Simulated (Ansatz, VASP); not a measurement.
CuO in VASP and in Ansatz

```xyz
4
Lattice="3.1755 0.0000 0.0000 0.0000 3.1755 0.0000 0.0000 0.0000 4.6495" Properties=species:S:1:pos:R:3 pbc="T T T"
Cu    0.0000    0.0000    0.0000
Cu    1.5877    1.5877    0.0000
O     1.5877    0.0000    1.2414
O     0.0000    1.5877    3.4081
```

Alike in both runs: task relaxation of cell and atoms; functional PBEsol; k mesh 6 × 6 × 5; occupations fermi-dirac, width 0.05 eV; no spin polarisation.

|  | VASP | Ansatz |
| --- | --- | --- |
| version | VASP 6.6.1 | Ansatz 0.2.0 |
| potentials or method | VASP PAW PBE potentials, release 64 (Cu, O), cutoff 600 eV | all-electron LAPW, scalar-relativistic |

Ansatz gave:

| Item | Value |
| --- | --- |
| gap on the k mesh at the Fermi level, each at its own relaxed structure (eV) | none |
| relaxed volume (Å³/atom) | 12.17 |
| relaxed cell length with the largest relative difference (Å) | 3.306 |

Problem. Estimate VASP's values.

Solution. gap on the k mesh at the Fermi level, each at its own relaxed structure (eV): none; relaxed volume (Å³/atom): 12.19; relaxed cell length with the largest relative difference (Å): 3.315.

VASP's potentials were made for PBE, not for PBEsol. A gap of «none» marks a metal or a gap that the smearing closes. Ansatz ran all-electron here, and VASP with PAW potentials.

Noted on Ansatz's run: the k mesh is thin for a metal, which can move the energy by tens of meV per atom.
